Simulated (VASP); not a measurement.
# WS2 (C2/c) in VASP: notebook

WS2 is run at these levels: PBEsol; tasks: single point.

Program: VASP 6.6.1. These are calculated values, not measurements. Logs are shortened: lines on timing, memory, paths and dates and some standing lists are left out, and cuts for length are marked.

## (1) The cell of the first run

It takes space group C2/c (No. 15, monoclinic). The conventional cell has a = 3.146 Å, b = 5.449 Å, c = 12.692 Å, α = 90.00°, β = 90.00°, γ = 90.00°. Within 3.2 Å of W (site symmetry 2) lie 6 S at 2.38 to 2.42 Å and 6 W at 3.15 Å. S (site symmetry 1) has 3 W at 2.38 to 2.42 Å and 7 S at 3.14 to 3.15 Å within 3.2 Å.

## (2) Single point, PBEsol (atoms displaced along a vibrational mode)

The input, INCAR:

```
SYSTEM = WS2
PREC = Accurate
ENCUT = 520
EDIFF = 1E-7
ISMEAR = 0
SIGMA = 0.05
LREAL = .False.
LASPH = .True.
NELM = 100
ALGO = Normal
ISIF = 2
LWAVE = .False.
LCHARG = .False.
GGA = PS
NBANDS = 35
```

The input, KPOINTS:

```
regular mesh
0
Gamma
  12 12 2
  0 0 0
```

The input, POSCAR:

```
WS2
1.0
    3.1461313781      0.0000000000      0.0000000000
   -1.5730656891      2.7246296971      0.0000000000
    0.0000000000      0.0000000000     12.6917314098
W S
2 4
Direct
    0.3333333333      0.6666666667      0.2500000000
    0.6666666667      0.3333333333      0.7500000000
    0.3428688538      0.6666666667      0.6264891170
    0.6762021871      0.3333333333      0.1264891170
    0.3237978129      0.6666666667      0.8735108830
    0.6571311462      0.3333333333      0.3735108830
```

Potentials or basis: VASP PAW PBE potentials, release 64 (W_sv, S).

On the command line:

```console
$ cat potpaw_PBE.64/W_sv/POTCAR potpaw_PBE.64/S/POTCAR > POTCAR
$ mpirun -np 1 vasp_std > vasp.out
```

OUTCAR:

```text
SYSTEM = WS2
   PREC = Accurate
   ENCUT = 520
   EDIFF = 1E-7
   ISMEAR = 0
   LREAL = .False.
   LASPH = .True.
   NELM = 100
   ISIF = 2
   GGA = PS

 ion  position               nearest neighbor table
   1  0.333  0.667  0.250-   4 2.38   6 2.38   6 2.40   4 2.40   6 2.42   4 2.42
   2  0.667  0.333  0.750-   5 2.38   3 2.38   3 2.40   5 2.40   3 2.42   5 2.42
   3  0.343  0.667  0.626-   2 2.38   2 2.40   2 2.42
   4  0.676  0.333  0.126-   1 2.38   1 2.40   1 2.42
   5  0.324  0.667  0.874-   2 2.38   2 2.40   2 2.42
   6  0.657  0.333  0.374-   1 2.38   1 2.40   1 2.42

  LATTYP: Found a hexagonal cell.
 ALAT       =     3.1461313781
 C/A-ratio  =     4.0340754675

  Lattice vectors:

 A1 = (   3.1461313781,   0.0000000000,   0.0000000000)
 A2 = (  -1.5730656891,   2.7246296971,   0.0000000000)
 A3 = (   0.0000000000,   0.0000000000,  12.6917314098)

Analysis of symmetry for initial positions (statically):
=====================================================================
 Subroutine PRICEL returns:
 Original cell was already a primitive cell.

 Routine SETGRP: Setting up the symmetry group for a
 hexagonal supercell.

 Subroutine GETGRP returns: Found  4 space group operations
 (whereof  2 operations were pure point group operations)
 out of a pool of 24 trial point group operations.

The static configuration has the point symmetry S_2 .
 The point group associated with its full space group is C_2h.

Analysis of symmetry for dynamics (positions and initial velocities):
=====================================================================
 Subroutine PRICEL returns:
 Original cell was already a primitive cell.

 Routine SETGRP: Setting up the symmetry group for a
 hexagonal supercell.

 Subroutine GETGRP returns: Found  4 space group operations
 (whereof  2 operations were pure point group operations)
 out of a pool of 24 trial point group operations.

The dynamic configuration has the point symmetry S_2 .
 The point group associated with its full space group is C_2h.

 Subroutine INISYM returns: Found  4 space group operations
 (whereof  2 operations are pure point group operations),
 and found     1 'primitive' translations

----------------------------------------------------------------------------------------

                                     Primitive cell

  volume of cell :     108.7941

  direct lattice vectors                    reciprocal lattice vectors
     3.146131378  0.000000000  0.000000000     0.317850681  0.183511176  0.000000000
    -1.573065689  2.724629697  0.000000000     0.000000000  0.367022352  0.000000000
     0.000000000  0.000000000 12.691731410     0.000000000  0.000000000  0.078791456

  length of vectors
     3.146131378  3.146131378 12.691731410     0.367022352  0.367022352  0.078791456

  position of ions in fractional coordinates (direct lattice)
     0.333333333  0.666666667  0.250000000
     0.666666667  0.333333333  0.750000000
     0.342868854  0.666666667  0.626489117
     0.676202187  0.333333333  0.126489117
     0.323797813  0.666666667  0.873510883
     0.657131146  0.333333333  0.373510883

  ion indices of the primitive-cell ions
   primitive index   ion index
                 1           1
                 2           2
                 3           3
                 4           4
                 5           5
                 6           6

----------------------------------------------------------------------------------------

 KPOINTS: regular mesh

Automatic generation of k-mesh.
 Grid dimensions read from file:
 generate k-points for:   12   12    2

 Generating k-lattice:

  Cartesian coordinates                     Fractional coordinates (reciprocal lattice)
     0.026487557  0.015292598  0.000000000     0.083333333  0.000000000  0.000000000
     0.000000000  0.030585196  0.000000000     0.000000000  0.083333333  0.000000000
     0.000000000  0.000000000  0.039395728     0.000000000  0.000000000  0.500000000

  Length of vectors
     0.030585196  0.030585196  0.039395728

  Shift w.r.t. Gamma in fractional coordinates (k-lattice)
     0.000000000  0.000000000  0.000000000

 Subroutine IBZKPT returns following result:
 ===========================================

 Found     86 irreducible k-points:

 Following reciprocal coordinates:
            Coordinates               Weight
  0.000000  0.000000  0.000000      1.000000
  0.083333  0.000000  0.000000      4.000000
  0.000000  0.083333  0.000000      2.000000
  0.166667  0.000000  0.000000      4.000000
  0.000000  0.166667  0.000000      2.000000
  0.250000  0.000000  0.000000      4.000000
[... 16 lines left out ...]
 -0.083333  0.416667  0.000000      4.000000
 -0.416667  0.333333  0.000000      4.000000
 [... further k-points ...]
   k-points           NKPTS =     86   k-points in BZ     NKDIM =     86   number of bands    NBANDS=     35
   number of dos      NEDOS =    301   number of ions     NIONS =      6
   total plane-waves  NPLWV =  55296
   dimension x,y,z NGX =    24 NGY =   24 NGZ =   96
   dimension x,y,z NGXF=    48 NGYF=   48 NGZF=  192
   ions per type =               2   4
   NGX,Y,Z   is equivalent  to a cutoff of  12.68, 12.68, 12.57 a.u.
   NGXF,Y,Z  is equivalent  to a cutoff of  25.36, 25.36, 25.15 a.u.
 SYSTEM =  WS2
   PREC   = accura    normal or accurate (medium, high low for compatibility)
   ISTART =      0    job   : 0-new  1-cont  2-samecut
   ICHARG =      2    charge: 1-file 2-atom 10-const
   ISPIN  =      1    spin polarized calculation?
   LNONCOLLINEAR =      F non collinear calculations
   LSORBIT =      F    spin-orbit coupling
   LASPH  =      T    aspherical Exc in radial PAW
   ENCUT  =  520.0 eV  38.22 Ry    6.18 a.u.   5.85  5.85 23.60*2*pi/ulx,y,z
   NELM   =    100;   NELMIN=  2; NELMDL= -5     # of ELM steps
   EDIFF  = 0.1E-06   stopping-criterion for ELM
   LREAL  =      F    real-space projection
   EDIFFG = 0.1E-05   stopping-criterion for IOM
   NSW    =      0    number of steps for IOM
   IBRION =     -1    ionic relax: 0-MD 1-quasi-New 2-CG
   NFREE  =      0    steps in history (QN), initial steepest desc. (CG)
   ISIF   =      2    stress and relaxation
   ISYM   =      2    0-nonsym 1-usesym 2-fastsym
   POTIM  = 0.5000    time-step for ionic-motion
   TEBEG  =    0.0;   TEEND  =   0.0 temperature during run
   PSTRESS=    0.0 pullay stress
   NELECT =      52.0000    total number of electrons
   NUPDOWN=      -1.0000    fix difference up-down
   EMIN   =  10.00;   EMAX   =-10.00  energy-range for DOS
   EFERMI =   0.00;   METHOD = LEGACY
   ISMEAR =     0;   SIGMA  =   0.05  broadening in eV -4-tet -1-fermi 0-gaus
   EFERMI_NEDOS =   21; number of points for ismear=-14 and -15
   IALGO  =     38    algorithm
   IMIX   =      4    mixing-type and parameters
     AMIX     =   0.40;   BMIX     =  1.00
     AMIX_MAG =   1.60;   BMIX_MAG =  1.00
  volume/ion in A,a.u.               =      18.13       122.36
  Fermi-wavevector in a.u.,A,eV,Ry     =   1.279993  2.418836 22.291536  1.638382
  Thomas-Fermi vector in A             =   2.412446
   LORBIT       =      0    0 simple, 1 ext, 2 COOP (PROOUT), +10 PAW based schemes
   GGA     = PS    functional components
   LHFCALC =     F    Hartree Fock is set to
   AEXX    =    0.0000 exact exchange contribution
   IVDW    =     0    specifies the selected vdW correction
   LEPSILON=     F    determine dielectric tensor
   LRPA    =     F    only Hartree local field effects (RPA)
 non-spin polarized calculation
 Gauss-broadening in eV      SIGMA  =   0.05
  energy-cutoff  :      520.00
  volume of cell :      108.79
 maximum number of plane-waves:      2958
   NGX = 11   NGY = 11   NGZ = 47

 number of electron      51.9999994 magnetization

 Free energy of the ion-electron system (eV)
  ---------------------------------------------------
  ext. energy  EPLUGINS =         0.00000000
  ---------------------------------------------------
  free energy    TOTEN  =       -50.53547068 eV

  energy without entropy =      -50.53547068  energy(sigma->0) =      -50.53547068

 E-fermi :   7.4267     XC(G=0): -10.9441

 val. band max:        6.9729119635   @ k =   0.0000   0.0000   0.0000
 cond. band min:       8.0833170142   @ k =  -0.3333   0.1667   0.0000
 fundamental gap:      1.1104050507
 Fermi energy:         7.4266592675

 k-point     1 :       0.0000    0.0000    0.0000
  band No.  band energies     occupation
      1     -67.4509      2.00000
      2     -67.4509      2.00000
      3     -31.7294      2.00000
      4     -31.7294      2.00000
      5     -31.5354      2.00000
      6     -31.5354      2.00000
[... 27 lines left out ...]
     34       9.6921      0.00000
     35      11.8323      0.00000

 k-point     2 :       0.0833    0.0000    0.0000
  band No.  band energies     occupation
      1     -67.4496      2.00000
      2     -67.4495      2.00000
      3     -31.7247      2.00000
      4     -31.7247      2.00000
      5     -31.5614      2.00000
      6     -31.5614      2.00000
[... 27 lines left out ...]
     34       9.7088      0.00000
     35      12.3849      0.00000

 k-point     3 :       0.0000    0.0833    0.0000
  band No.  band energies     occupation
      1     -67.4496      2.00000
      2     -67.4495      2.00000
      3     -31.7247      2.00000
      4     -31.7247      2.00000
      5     -31.5612      2.00000
      6     -31.5612      2.00000
[... 27 lines left out ...]
     34       9.6809      0.00000
     35      12.3853      0.00000
[... 723 lines left out ...]
 k-point    23 :      -0.0833    0.4167    0.0000
  band No.  band energies     occupation
      1     -67.4334      2.00000
      2     -67.4334      2.00000
      3     -31.8558      2.00000
      4     -31.8558      2.00000
      5     -31.6673      2.00000
      6     -31.6673      2.00000
[... 27 lines left out ...]
     34      11.4668      0.00000
     35      12.5492      0.00000

 k-point    24 :      -0.4167    0.3333    0.0000
  band No.  band energies     occupation
      1     -67.4334      2.00000
      2     -67.4334      2.00000
      3     -31.8560      2.00000
      4     -31.8559      2.00000
      5     -31.6674      2.00000
      6     -31.6673      2.00000
[... 27 lines left out ...]
     34      11.4730      0.00000
     35      12.5474      0.00000

 [... further k-points ...]

------------------------ aborting loop because EDIFF is reached ----------------------------------------

  FORCE on cell =-STRESS in cart. coord.  units (eV):
  Direction    XX          YY          ZZ          XY          YZ          ZX
  --------------------------------------------------------------------------------------
  -------------------------------------------------------------------------------------
  Total        0.0992060      0.0968394      0.1764313     -0.0000000      0.0000000      1.8936534
  in kB        1.4609771      1.4261243      2.5982503     -0.0000000      0.0000000     27.8872616
  external PRESSURE =       1.8284506 kB  Pullay stress =       0.0000000 kB

 VOLUME and BASIS-vectors are now :
 -----------------------------------------------------------------------------
  energy-cutoff  :      520.00
  volume of cell :      108.79
      direct lattice vectors                 reciprocal lattice vectors
     3.146131378  0.000000000  0.000000000     0.317850681  0.183511176  0.000000000
    -1.573065689  2.724629697  0.000000000     0.000000000  0.367022352  0.000000000
     0.000000000  0.000000000 12.691731410     0.000000000  0.000000000  0.078791456

 POSITION                                       TOTAL-FORCE (eV/Angst)
 -----------------------------------------------------------------------------------
     -0.00000      1.81642      3.17293        -0.000000      0.015078      0.000000
      1.57307      0.90821      9.51880         0.000000     -0.015078      0.000000
      0.03000      1.81642      7.95123        -0.309419      0.007635     -0.033053
      1.60307      0.90821      1.60537        -0.309419     -0.007635     -0.033053
     -0.03000      1.81642     11.08637         0.309419      0.007635      0.033053
      1.54307      0.90821      4.74050         0.309419     -0.007635      0.033053
 -----------------------------------------------------------------------------------
    total drift:                               -0.000000      0.000000     -0.000000

  FREE ENERGIE OF THE ION-ELECTRON SYSTEM (eV)
  ---------------------------------------------------
  free  energy   TOTEN  =       -50.5354706823 eV

  energy  without entropy=      -50.5354706823  energy(sigma->0) =      -50.53547068
```

It took 2.5 min on 1 thread of AMD EPYC 9R45 (Zen 5), shared host; peak memory 0.36 GiB.

Results:

```yaml
Free_energy: -50.5355 eV
Pressure: 0.2 GPa
Largest_force: 0.311 eV/Å
Band_gap_on_the_k_mesh: 1.11 eV (least direct gap 1.87 eV)
```

Forces on the atoms (eV/Å):
```
W    0.000  0.015  0.000
W    0.000 -0.015  0.000
S   -0.309  0.008 -0.033
S   -0.309 -0.008 -0.033
S    0.309  0.008  0.033
S    0.309 -0.008  0.033
```

Caveat: the cell differs from its parent crystal (atoms displaced along a vibrational mode); the PAW data sets were made with another functional, which shifts forces and pressure a little; spin-orbit coupling is left out, which moves the levels of the heavy elements; this functional lacks dispersion, which binds layers or chains, so the pressure and a relaxed spacing across them are unreliable. A k mesh can miss the band edges.

## (3) Single point, PBEsol (atoms displaced along a vibrational mode)

The input, INCAR:

```
SYSTEM = WS2
PREC     = Accurate       ! precision mode
ENCUT    = 520            ! plane-wave cutoff, eV
EDIFF    = 1E-6           ! SCF threshold, eV
ISMEAR   = 0              ! smearing method
SIGMA    = 0.05           ! smearing width, eV
LREAL    = .FALSE.        ! projectors in reciprocal space
LASPH    = .TRUE.         ! aspherical terms in the spheres
NELM     = 60             ! most SCF steps
ALGO     = Normal         ! electronic algorithm
ISIF     = 2              ! what is computed and relaxed
LWAVE    = .FALSE.        ! write WAVECAR
LCHARG   = .TRUE.         ! write CHGCAR
GGA      = PS             ! functional
LELF     = .TRUE.         ! ELF
LVHAR    = .TRUE.       
NBANDS   = 35             ! bands
```

The input, KPOINTS:

```
Automatic mesh
0
G
  12 12 2
  0 0 0
```

The input, POSCAR:

```
WS2
1.0
    3.1461313781      0.0000000000      0.0000000000
   -1.5730656891      2.7246296971      0.0000000000
    0.0000000000      0.0000000000     12.6917314098
W S
2 4
Direct
    0.3333333333      0.6666666667      0.2500000000
    0.6666666667      0.3333333333      0.7500000000
    0.3667076548      0.6666666667      0.6264891170
    0.7000409881      0.3333333333      0.1264891170
    0.2999590119      0.6666666667      0.8735108830
    0.6332923452      0.3333333333      0.3735108830
```

Potentials or basis: VASP PAW PBE potentials, release 64 (W_sv, S).

On the command line:

```console
$ cat potpaw_PBE.64/W_sv/POTCAR potpaw_PBE.64/S/POTCAR > POTCAR
$ mpirun -np 1 vasp_std > vasp.out
```

Wall time 3.1 min (1 thread of AMD EPYC 9R45 (Zen 5), shared host); peak memory 0.36 GiB.

The run converged. Its results:

```yaml
Free_energy: -50.3268 eV
Pressure: 0.9 GPa
Largest_force: 1.097 eV/Å
Band_gap_on_the_k_mesh: 1.08 eV (least direct gap 1.84 eV)
```

Forces on the atoms (eV/Å):
```
W    0.000  0.184  0.000
W    0.000 -0.184  0.000
S   -1.081  0.093 -0.165
S   -1.081 -0.093 -0.165
S    1.081  0.093  0.165
S    1.081 -0.093  0.165
```

Stress tensor (GPa, compression positive):
```
0.56 0.00 9.74
0.00 0.52 0.00
9.74 0.00 1.53
```

Levels at points of the mesh, in eV from the valence-band top:
```csv
k point,band 23,band 24,band 25,band 26,band 27,band 28,band 29,band 30
"(0.00, 0.00, 0.00)",-2.11,-1.62,-1.09,0.00,2.24,2.25,2.26,2.27
"(0.50, 0.00, 0.00)",-1.79,-1.65,-1.50,-1.44,2.43,2.46,2.70,2.98
"(0.00, 0.50, 0.00)",-1.78,-1.64,-1.56,-1.45,2.43,2.45,2.68,2.96
"(0.00, 0.00, 0.50)",-2.11,-2.11,-0.32,-0.32,2.24,2.24,2.27,2.27
"(0.50, 0.00, 0.50)",-1.73,-1.71,-1.47,-1.46,2.44,2.44,2.84,2.89
"(0.00, 0.50, 0.50)",-1.71,-1.71,-1.49,-1.49,2.44,2.44,2.84,2.84
```

Caveat: the cell differs from its parent crystal (atoms displaced along a vibrational mode); the PAW data sets were made with another functional, which shifts forces and pressure a little; spin-orbit coupling is left out, which moves the levels of the heavy elements; this functional lacks dispersion, which binds layers or chains, so the pressure and a relaxed spacing across them are unreliable. A k mesh can miss the band edges.

(Continued in part 2 of 2.)
